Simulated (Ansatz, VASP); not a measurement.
**KTaO3: VASP beside Ansatz**

```
CELL_PARAMETERS angstrom
3.96153 0.00000 0.00000
0.00000 3.96153 0.00000
0.00000 0.00000 3.96153
ATOMIC_POSITIONS crystal
K 0.50000 0.50000 0.50000
Ta 0.00000 0.00000 0.00000
O 0.50000 0.00000 0.00000
O 0.00000 0.50000 0.00000
O 0.00000 0.00000 0.50000
```

Change from the starting cell: volume scaled by 0.98, crystal datasets.

Alike in both runs: task electric field gradients; functional LDA; k mesh 5 × 5 × 5; occupations fermi-dirac, width 0.01 eV; no spin polarisation.

```csv
,VASP,Ansatz
version,VASP 6.6.1,Ansatz 0.2.0
potentials or method,"VASP PAW LDA potentials, release 64 (K_sv, Ta_pv, O), cutoff 520 eV","all-electron PAW with datasets made for the crystal, scalar-relativistic"
```

Ansatz gave:

| Item | Value |
| --- | --- |
| gap on the k mesh at the Fermi level (eV) | 2.23 |
| pressure (GPa) | -1.5 |
| size of Vzz on the site where it differs most (V/Å²) | 14.0 |

Q: What did VASP give for the same quantities?

A: gap on the k mesh at the Fermi level (eV): 2.17; pressure (GPa): -0.2; size of Vzz on the site where it differs most (V/Å²): 11.6.

LDA's correlation is that of Perdew and Zunger in VASP and of Perdew and Wang (1992) in Ansatz. Ansatz ran all-electron here, and VASP with PAW potentials.

Neither program's run includes spin-orbit coupling.
